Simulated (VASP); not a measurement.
# Al (P6_3/mmc) in VASP: notebook, part 2 of 2

VASP 6.6.1. The steps go on from the part before.

**4. Single point, r2SCAN**

This run uses another cell than the first one, of 16.34 Å³/atom.

File POSCAR:

```
Al
1.0
    2.7935838608      0.0000000000      0.0000000000
   -1.3967919304      2.4193127960      0.0000000000
    0.0000000000      0.0000000000      4.8341855930
Al
2
Direct
    0.6666666667      0.3333333333      0.7500000000
    0.3333333333      0.6666666667      0.2500000000
```

File INCAR.step1:

```
SYSTEM = Al
PREC = Accurate ; ENCUT = 550
ISMEAR = 1 ; SIGMA = 0.05
LREAL = .FALSE. ; LASPH = .TRUE.
NELM = 120 ; NBANDS = 10
GGA = PE ; ALGO = Normal
EDIFF = 1E-5 ; LWAVE = .TRUE.
LCHARG = .FALSE. ; GGA_COMPAT = .FALSE.
```

File INCAR.step2:

```
SYSTEM = Al
PREC = Accurate ; ENCUT = 550
EDIFF = 1E-6 ; ISMEAR = 1
SIGMA = 0.05 ; LREAL = .FALSE.
LASPH = .TRUE. ; NELM = 120
ALGO = Normal ; ISIF = 2
LWAVE = .FALSE. ; LCHARG = .FALSE.
METAGGA = R2SCAN ; LMIXTAU = .TRUE.
NBANDS = 10 ; ISTART = 1
GGA_COMPAT = .FALSE.
```

File KPOINTS:

```
Automatic mesh
0
G
  12 12 6
  0 0 0
```

Started as:

```
$ cat potpaw_PBE.64/Al/POTCAR > POTCAR
$ cp INCAR.step1 INCAR
$ mpirun -np 1 vasp_std > vasp.out
$ cp INCAR.step2 INCAR
$ mpirun -np 1 vasp_std > vasp.out
```

It took 68 s on 1 thread of Intel Xeon 8259CL, shared host; peak memory 0.17 GiB.

It converged, with:

```
Free energy            : -13.3775 eV
Pressure               : -1.9 GPa
Band gap on the k mesh : zero (bands 3 and 4 overlap by 7.15 eV)
```

Stress tensor (GPa, compression positive):
```
-0.26  0.00  0.00
 0.00 -0.26  0.00
 0.00  0.00 -5.15
```

Levels at points of the mesh, in eV from the Fermi level:
| k point | band 1 | band 2 | band 3 | band 4 | band 5 | band 6 | band 7 | band 8 |
| --- | --- | --- | --- | --- | --- | --- | --- | --- |
| (0.00, 0.00, 0.00) | -11.91 | -5.36 | -5.28 | 11.88 | 12.44 | 12.44 | 12.49 | 12.49 |
| (0.50, 0.00, 0.00) | -5.39 | -5.34 | 0.61 | 0.77 | 1.37 | 1.62 | 6.82 | 8.59 |
| (0.00, 0.00, 0.50) | -10.24 | -10.24 | 2.58 | 2.58 | 13.34 | 13.34 | 13.34 | 13.34 |
| (0.50, 0.00, 0.50) | -4.19 | -4.19 | -3.21 | -3.21 | 7.83 | 7.83 | 8.25 | 8.25 |

Caveat: the PAW data sets were made with another functional, which shifts forces and pressure a little.

**5. Single point, r2SCAN**

This run uses another cell than the first one, of 16.67 Å³/atom.

File POSCAR:

```
Al
1.0
    2.8124600000      0.0000000000      0.0000000000
   -1.4062300000      2.4356600000      0.0000000000
    0.0000000000      0.0000000000      4.8668500000
Al
2
Direct
    0.6666666667      0.3333333333      0.7500000000
    0.3333333333      0.6666666667      0.2500000000
```

File INCAR.step1:

```
PREC = Accurate
ENCUT = 550
ISMEAR = 1
SIGMA = 0.05
LREAL = F
LASPH = T
NELM = 120
NBANDS = 10
GGA = PE
ALGO = Normal
EDIFF = 1E-5
LWAVE = T
LCHARG = F
GGA_COMPAT = F
```

File INCAR.step2:

```
PREC = Accurate
ENCUT = 550
EDIFF = 1E-6
ISMEAR = 1
SIGMA = 0.05
LREAL = F
LASPH = T
NELM = 120
ALGO = Normal
ISIF = 2
LWAVE = F
LCHARG = F
METAGGA = R2SCAN
LMIXTAU = T
NBANDS = 10
ISTART = 1
GGA_COMPAT = F
```

File KPOINTS:

```
Automatic mesh
0
Gamma
  12 12 6
```

Potentials or basis: VASP PAW PBE potentials, release 64 (Al).

Started as:

```
$ cat potpaw_PBE.64/Al/POTCAR > POTCAR
$ cp INCAR.step1 INCAR
$ mpirun -np 1 vasp_std > vasp.out
$ cp INCAR.step2 INCAR
$ mpirun -np 1 vasp_std > vasp.out
```

OUTCAR:

```text
PREC = Accurate
   ENCUT = 550
   EDIFF = 1E-6
   ISMEAR = 1
   LREAL = F
   LASPH = T
   NELM = 120
   ISIF = 2
   METAGGA = R2SCAN
   ISTART = 1

 ion  position               nearest neighbor table
   1  0.667  0.333  0.750-   2 2.93   2 2.93   2 2.93   2 2.93   2 2.93   2 2.93
   2  0.333  0.667  0.250-   1 2.93   1 2.93   1 2.93   1 2.93   1 2.93   1 2.93

  LATTYP: Found a hexagonal cell.
 ALAT       =     2.8124600000
 C/A-ratio  =     1.7304601665

  Lattice vectors:

 A1 = (   2.8124600000,   0.0000000000,   0.0000000000)
 A2 = (  -1.4062300000,   2.4356600000,   0.0000000000)
 A3 = (   0.0000000000,   0.0000000000,   4.8668500000)

Analysis of symmetry for initial positions (statically):
=====================================================================
 Subroutine PRICEL returns:
 Original cell was already a primitive cell.

 Routine SETGRP: Setting up the symmetry group for a
 hexagonal supercell.

 Subroutine GETGRP returns: Found 24 space group operations
 (whereof 12 operations were pure point group operations)
 out of a pool of 24 trial point group operations.

The static configuration has the point symmetry D_3d.
 The point group associated with its full space group is D_6h.

Analysis of symmetry for dynamics (positions and initial velocities):
=====================================================================
 Subroutine PRICEL returns:
 Original cell was already a primitive cell.

 Routine SETGRP: Setting up the symmetry group for a
 hexagonal supercell.

 Subroutine GETGRP returns: Found 24 space group operations
 (whereof 12 operations were pure point group operations)
 out of a pool of 24 trial point group operations.

The dynamic configuration has the point symmetry D_3d.
 The point group associated with its full space group is D_6h.

 Subroutine INISYM returns: Found 24 space group operations
 (whereof 12 operations are pure point group operations),
 and found     1 'primitive' translations

----------------------------------------------------------------------------------------

                                     Primitive cell

  volume of cell :      33.3389

  direct lattice vectors                    reciprocal lattice vectors
     2.812460000  0.000000000  0.000000000     0.355560612  0.205283168  0.000000000
    -1.406230000  2.435660000  0.000000000     0.000000000  0.410566335  0.000000000
     0.000000000  0.000000000  4.866850000     0.000000000  0.000000000  0.205471712

  length of vectors
     2.812460000  2.812458435  4.866850000     0.410566107  0.410566335  0.205471712

  position of ions in fractional coordinates (direct lattice)
     0.666666667  0.333333333  0.750000000
     0.333333333  0.666666667  0.250000000

  ion indices of the primitive-cell ions
   primitive index   ion index
                 1           1
                 2           2

----------------------------------------------------------------------------------------

 KPOINTS: Automatic mesh

Automatic generation of k-mesh.
 Grid dimensions read from file:
 generate k-points for:   12   12    6

 Generating k-lattice:

[... 23 lines left out ...]
  0.416667 -0.000000  0.000000      6.000000
[... 16 lines left out ...]
  0.250000 -0.000000  0.166667     12.000000
  0.333333 -0.000000  0.166667     12.000000
 [... further k-points ...]
   k-points           NKPTS =     76   k-points in BZ     NKDIM =     76   number of bands    NBANDS=     10
   number of dos      NEDOS =    301   number of ions     NIONS =      2
   total plane-waves  NPLWV =  23040
   dimension x,y,z NGX =    24 NGY =   24 NGZ =   40
   dimension x,y,z NGXF=    48 NGYF=   48 NGZF=   80
   ions per type =               2
   NGX,Y,Z   is equivalent  to a cutoff of  14.19, 14.19, 13.66 a.u.
   NGXF,Y,Z  is equivalent  to a cutoff of  28.37, 28.37, 27.33 a.u.
 SYSTEM =  unknown system
   PREC   = accura    normal or accurate (medium, high low for compatibility)
   ISTART =      1    job   : 0-new  1-cont  2-samecut
   ICHARG =      0    charge: 1-file 2-atom 10-const
   ISPIN  =      1    spin polarized calculation?
   LNONCOLLINEAR =      F non collinear calculations
   LSORBIT =      F    spin-orbit coupling
   LASPH  =      T    aspherical Exc in radial PAW
   ENCUT  =  550.0 eV  40.42 Ry    6.36 a.u.   5.38  5.38  9.31*2*pi/ulx,y,z
   NELM   =    120;   NELMIN=  2; NELMDL=  0     # of ELM steps
   EDIFF  = 0.1E-05   stopping-criterion for ELM
   LREAL  =      F    real-space projection
   EDIFFG = 0.1E-04   stopping-criterion for IOM
   NSW    =      0    number of steps for IOM
   IBRION =     -1    ionic relax: 0-MD 1-quasi-New 2-CG
   NFREE  =      0    steps in history (QN), initial steepest desc. (CG)
   ISIF   =      2    stress and relaxation
   ISYM   =      2    0-nonsym 1-usesym 2-fastsym
   POTIM  = 0.5000    time-step for ionic-motion
   TEBEG  =    0.0;   TEEND  =   0.0 temperature during run
   PSTRESS=    0.0 pullay stress
   NELECT =       6.0000    total number of electrons
   NUPDOWN=      -1.0000    fix difference up-down
   EMIN   =  10.00;   EMAX   =-10.00  energy-range for DOS
   EFERMI =   0.00;   METHOD = LEGACY
   ISMEAR =     1;   SIGMA  =   0.05  broadening in eV -4-tet -1-fermi 0-gaus
   EFERMI_NEDOS =   21; number of points for ismear=-14 and -15
   IALGO  =     38    algorithm
   IMIX   =      4    mixing-type and parameters
     AMIX     =   0.40;   BMIX     =  1.00
     AMIX_MAG =   1.60;   BMIX_MAG =  1.00
  volume/ion in A,a.u.               =      16.67       112.49
  Fermi-wavevector in a.u.,A,eV,Ry     =   0.924290  1.746655 11.623620  0.854312
  Thomas-Fermi vector in A             =   2.050020
   LORBIT       =      0    0 simple, 1 ext, 2 COOP (PROOUT), +10 PAW based schemes
   METAGGA = R2SCAN    functional components
   LHFCALC =     F    Hartree Fock is set to
   AEXX    =    0.0000 exact exchange contribution
   IVDW    =     0    specifies the selected vdW correction
   LEPSILON=     F    determine dielectric tensor
   LRPA    =     F    only Hartree local field effects (RPA)
 non-spin polarized calculation
 Methfessel and Paxton  Order N= 1 SIGMA  =   0.05
  energy-cutoff  :      550.00
  volume of cell :       33.34
 maximum number of plane-waves:      1002
 NGX is ok and might be reduce to    24
   NGX = 11   NGY = 11   NGZ = 19

 number of electron       6.0000000 magnetization

 Free energy of the ion-electron system (eV)
  ---------------------------------------------------
  ext. energy  EPLUGINS =         0.00000000
  ---------------------------------------------------
  free energy    TOTEN  =       -13.36620143 eV

  energy without entropy =      -13.36579396  energy(sigma->0) =      -13.36606560

 E-fermi :   7.9115     XC(G=0): -10.8755

 val. band max:        7.9110350188   @ k =   0.2500   0.2500   0.3333
 cond. band min:       7.9689341196   @ k =   0.4167   0.0833   0.0000
 fundamental gap:      0.0578991008
 Fermi energy:         7.9115462947

 k-point     1 :       0.0000    0.0000    0.0000
  band No.  band energies     occupation
      1      -3.8667      2.00000
      2       2.6382      2.00000
      3       2.6588      2.00000
      4      19.6923      0.00000
      5      20.1556      0.00000
      6      20.1556      0.00000
      7      20.2678      0.00000
      8      20.2679      0.00000
      9      21.2549      0.00000
     10      23.6554      0.00000
[... 287 lines left out ...]
 k-point    24 :       0.3333   -0.0000    0.1667
  band No.  band energies     occupation
      1      -0.7665      2.00000
      2       3.4923      2.00000
      3       7.2453      2.00000
      4       8.2865     -0.00000
      5      11.8789      0.00000
      6      15.3886      0.00000
      7      15.5413      0.00000
      8      17.2481      0.00000
      9      19.1653      0.00000
     10      19.9606      0.00000

 [... further k-points ...]

------------------------ aborting loop because EDIFF is reached ----------------------------------------

  FORCE on cell =-STRESS in cart. coord.  units (eV):
  Direction    XX          YY          ZZ          XY          YZ          ZX
  --------------------------------------------------------------------------------------
  -------------------------------------------------------------------------------------
  Total       -0.4209046     -0.4209040     -1.3360211      0.0000000     -0.0000000      0.0000000
  in kB      -20.2275508    -20.2275208    -64.2056000      0.0000000     -0.0000000      0.0000000
  external PRESSURE =     -34.8868905 kB  Pullay stress =       0.0000000 kB

 VOLUME and BASIS-vectors are now :
 -----------------------------------------------------------------------------
  energy-cutoff  :      550.00
  volume of cell :       33.34
      direct lattice vectors                 reciprocal lattice vectors
     2.812460000  0.000000000  0.000000000     0.355560612  0.205283168  0.000000000
    -1.406230000  2.435660000  0.000000000     0.000000000  0.410566335  0.000000000
     0.000000000  0.000000000  4.866850000     0.000000000  0.000000000  0.205471712

 POSITION                                       TOTAL-FORCE (eV/Angst)
 -----------------------------------------------------------------------------------
      1.40623      0.81189      3.65014         0.000000     -0.000000      0.000000
     -0.00000      1.62377      1.21671        -0.000000      0.000000      0.000000
 -----------------------------------------------------------------------------------
    total drift:                                0.000000     -0.000000      0.000000

  FREE ENERGIE OF THE ION-ELECTRON SYSTEM (eV)
  ---------------------------------------------------
  free  energy   TOTEN  =       -13.3662014285 eV

  energy  without entropy=      -13.3657939557  energy(sigma->0) =      -13.36606560
```

OUTCAR.step1:

```text
PREC = Accurate
   ENCUT = 550
   ISMEAR = 1
   LREAL = F
   LASPH = T
[... 536 lines left out ...]
 -----------------------------------------------------------------------------------
      1.40623      0.81189      3.65014        -0.000000      0.000000      0.000000
     -0.00000      1.62377      1.21671         0.000000      0.000000      0.000000
 -----------------------------------------------------------------------------------
    total drift:                                0.000000     -0.000000      0.000000

  FREE ENERGIE OF THE ION-ELECTRON SYSTEM (eV)
  ---------------------------------------------------
  free  energy   TOTEN  =        -7.4091855335 eV

  energy  without entropy=       -7.4090324368  energy(sigma->0) =       -7.40913450
```

OSZICAR.step1:

```text
N       E                     dE             d eps       ncg     rms          rms(c)
DAV:   1     0.400806439268E-01    0.40081E-01   -0.24219E+03  1520   0.498E+02
DAV:   2    -0.729652551083E+01   -0.73366E+01   -0.71067E+01  2060   0.567E+01
DAV:   3    -0.745651677228E+01   -0.15999E+00   -0.15543E+00  2010   0.634E+00
DAV:   4    -0.745722475374E+01   -0.70798E-03   -0.70788E-03  1834   0.485E-01
DAV:   5    -0.745723055130E+01   -0.57976E-05   -0.57979E-05  1854   0.457E-02    0.181E+00
DAV:   6    -0.742920348818E+01    0.28027E-01   -0.33390E-03  1768   0.317E-01    0.105E+00
DAV:   7    -0.740927911018E+01    0.19924E-01   -0.94945E-03  1612   0.498E-01    0.172E-01
DAV:   8    -0.740918848514E+01    0.90625E-04   -0.91191E-05  2162   0.561E-02    0.130E-02
DAV:   9    -0.740918553347E+01    0.29517E-05   -0.14735E-06  1028   0.641E-03
   1 F= -.74091855E+01 E0= -.74091345E+01  d E =-.153097E-03
```

Run time: 75 s. Hardware: 1 thread of Intel Xeon 8259CL, shared host; peak memory 0.17 GiB.

Results:

- Free energy: -13.3662 eV
- Pressure: -3.5 GPa
- Band gap on the k mesh: zero (bands 3 and 4 overlap by 7.10 eV)

Caveat: the cell stands under tension; the PAW data sets were made with another functional, which shifts forces and pressure a little.

**6. Summary**

| cell | gap on the mesh (eV) | pressure (GPa) |
| --- | --- | --- |
| a = 2.755, b = 2.755, c = 4.767 Å, angles 90.0, 90.0, 120.0°, 2 atoms | none | 1.8 |
| a = 2.774, b = 2.774, c = 4.801 Å, angles 90.0, 90.0, 120.0°, 2 atoms | none | -0.1 |
| a = 2.794, b = 2.794, c = 4.834 Å, angles 90.0, 90.0, 120.0°, 2 atoms | none | -1.9 |
| a = 2.812, b = 2.812, c = 4.867 Å, angles 90.0, 90.0, 120.0°, 2 atoms | none | -3.5 |

Alike in all rows: task single point; level r2SCAN; potentials or basis VASP PAW PBE potentials, release 64 (Al); no spin polarisation; k mesh 12 × 12 × 6; cutoff (eV) 550; smearing methfessel-paxton 0.05 eV.

Caveats: the PAW data sets were made with another functional, which shifts forces and pressure a little; the cell stands under tension (at least some runs).

Absolute energies hang on the potentials; compare differences alone.
